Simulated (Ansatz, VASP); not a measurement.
**Two plane-wave programs on CoO**

File INCAR:

```
SYSTEM = CoO
PREC     = Accurate       ! precision mode
ENCUT    = 520            ! plane-wave cutoff, eV
EDIFF    = 1E-7           ! SCF threshold, eV
ISMEAR   = -1             ! smearing method
SIGMA    = 0.05           ! smearing width, eV
LREAL    = .False.        ! projectors in reciprocal space
LASPH    = .True.         ! aspherical terms in the spheres
NELM     = 150            ! most SCF steps
ALGO     = Normal         ! electronic algorithm
ISIF     = 2              ! what is computed and relaxed
LWAVE    = .False.        ! write WAVECAR
LCHARG   = .False.        ! write CHGCAR
ISPIN    = 2              ! spin polarisation
MAGMOM   = 3.5 0          ! initial moments
LORBIT   = 11             ! projections on sites
LMAXMIX  = 4              ! l up to which the mixer works
GGA      = PS             ! functional
NBANDS   = 18             ! bands
```

KPOINTS

```
regular mesh
0
Gamma
  11 11 11
  0 0 0
```

File POSCAR:

```
CoO
1.0
    0.0000000000      2.1315000000      2.1315000000
    2.1315000000      0.0000000000      2.1315000000
    2.1315000000      2.1315000000      0.0000000000
Co O
1 1
Direct
    0.0000000000      0.0000000000      0.0000000000
    0.5000000000      0.5000000000      0.5000000000
```

input.yaml

```yaml
crystal:
  lattice:
    - [0.0, 2.1315, 2.1315]
    - [2.1315, 0.0, 2.1315]
    - [2.1315, 2.1315, 0.0]
  atoms:
    - { symbol: Co, position: [0.0, 0.0, 0.0], spin: 3.5 }
    - { symbol: O, position: [0.5, 0.5, 0.5] }
hamiltonian:
  xc: pbesol
  pseudopotentials: { kind: paw }
magnetization:
  spin_polarized: true
kpoints:
  mp_grid: { grid: [11, 11, 11] }
scf:
  occupations: { method: fermi_dirac, width: 0.05 }
output:
  forces: true
  stress: true
  eigenvalues: true
```

Alike in both runs: task single point; functional PBEsol; k mesh 11 × 11 × 11; occupations fermi-dirac, width 0.05 eV; collinear spin.

|  | VASP | Ansatz |
| --- | --- | --- |
| version | VASP 6.6.1 | Ansatz 0.2.0 |
| potentials or method | VASP PAW PBE potentials, release 64 (Co, O) | Ansatz PAW |
| plane-wave cutoff (eV) | 520 | 420 |
| valence electrons in the cell | 15 | 23 |

Ansatz gave:

| Quantity | Value |
| --- | --- |
| gap on the k mesh at the Fermi level (eV) | none |
| pressure (GPa) | -10.8 |
| net moment per atom (μB) | 1.48 |
| size of the moment on the site where the two differ most (μB) | 2.50 |

**Question.** Estimate VASP's values.

**Answer.** gap on the k mesh at the Fermi level (eV): none; pressure (GPa): -11.3; net moment per atom (μB): 1.47; size of the moment on the site where the two differ most (μB): 2.57.

VASP's potentials were made for PBE, not for PBEsol. Site moments also hang on the region over which each program counts them. A gap of «none» marks a metal or a gap that the smearing closes. VASP's potentials hold 15 valence electrons a cell and Ansatz's 23, so a difference there can come from the potentials and not from the codes.
